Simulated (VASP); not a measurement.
A run of VASP 6.6.1 is set up as follows.

File INCAR:

```
SYSTEM = HfZn2I6
PREC     = Accurate       ! precision mode
ENCUT    = 520            ! plane-wave cutoff, eV
EDIFF    = 1E-6           ! SCF threshold, eV
ISMEAR   = 1              ! smearing method
SIGMA    = 0.05           ! smearing width, eV
LREAL    = .FALSE.        ! projectors in reciprocal space
LASPH    = .TRUE.         ! aspherical terms in the spheres
NELM     = 60             ! most SCF steps
ALGO     = Normal         ! electronic algorithm
ISIF     = 2              ! what is computed and relaxed
LWAVE    = .FALSE.        ! write WAVECAR
LCHARG   = .FALSE.        ! write CHGCAR
GGA      = PS             ! functional
NBANDS   = 48             ! bands
```

Contents of KPOINTS:

```
regular mesh
0
G
  3 3 3
  0 0 0
```

Contents of POSCAR:

```
HfZn2I6
1.0
    0.0000000000      5.4212790000      5.4212790000
    5.4212790000      0.0000000000      5.4212790000
    5.4212790000      5.4212790000      0.0000000000
I Hf Zn
6 1 2
Direct
    0.7563000000      0.2437000000      0.2437000000
    0.2437000000      0.7563000000      0.2437000000
    0.2437000000      0.7563000000      0.7563000000
    0.7563000000      0.2437000000      0.7563000000
    0.2437000000      0.2437000000      0.7563000000
    0.7563000000      0.7563000000      0.2437000000
    0.0000000000      0.0000000000      0.0000000000
    0.2500000000      0.2500000000      0.2500000000
    0.7500000000      0.7500000000      0.7500000000
```

Potentials or basis: VASP PAW PBE potentials, release 64 (I, Hf_pv, Zn).

Command:

```console
$ cat potpaw_PBE.64/I/POTCAR potpaw_PBE.64/Hf_pv/POTCAR potpaw_PBE.64/Zn/POTCAR > POTCAR
$ mpirun -np 1 vasp_std > vasp.out
```

(1) What does it give for the largest force?

(2) What does it give for the band gap on the k mesh?

(3) What does it give for the pressure?

Answers

(1) 1.871 eV/Å.

(2) zero (bands 38 and 39 overlap by 0.33 eV).

(3) 4.2 GPa.

Caveat: the cell stands under pressure; the PAW data sets were made with another functional, which shifts forces and pressure a little; spin-orbit coupling is left out, which moves the levels of the heavy elements.
